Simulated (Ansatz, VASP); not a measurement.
# HgS2: VASP beside Ansatz

```
Hg S
1.0
    -1.92586    1.92586    4.78541
     1.92586   -1.92586    4.78541
     1.92586    1.92586   -4.78541
Hg S
1 2
Direct
  0.00000 0.00000 0.00000
  0.61156 0.61156 0.00000
  0.38844 0.38844 0.00000
```

Alike in both runs: functional PBE; k mesh 6 × 6 × 6; occupations gaussian, width 0.1 eV; no spin polarisation.

Ansatz relaxed the structure, and its values are those at the end. VASP's run is a single point on that final structure, the one shown.

```csv
,VASP,Ansatz
version,VASP 6.6.1,Ansatz 0.2.0
potentials or method,"VASP PAW PBE potentials, release 64 (Hg, S), cutoff 520 eV","scalar-relativistic, plane waves, PAW"
valence electrons in the cell,24,32
```

```tsv
	VASP	Ansatz	Ansatz less VASP
gap on the k mesh at the Fermi level (eV)	none	none	-
pressure (GPa)	-0.1	-0.1	+0.02
rms of the force components (eV/Å)	0.050	0.007	-0.0436
```

A gap of «none» marks a metal or a gap that the smearing closes. With one functional, cell and mesh, what is left measures potentials, basis and numerics. VASP's potentials hold 24 valence electrons a cell and Ansatz's 32, so a difference there can come from the potentials and not from the codes.

The k mesh is coarse, so the values compare programs but aren't converged. Spin-orbit coupling is off throughout.
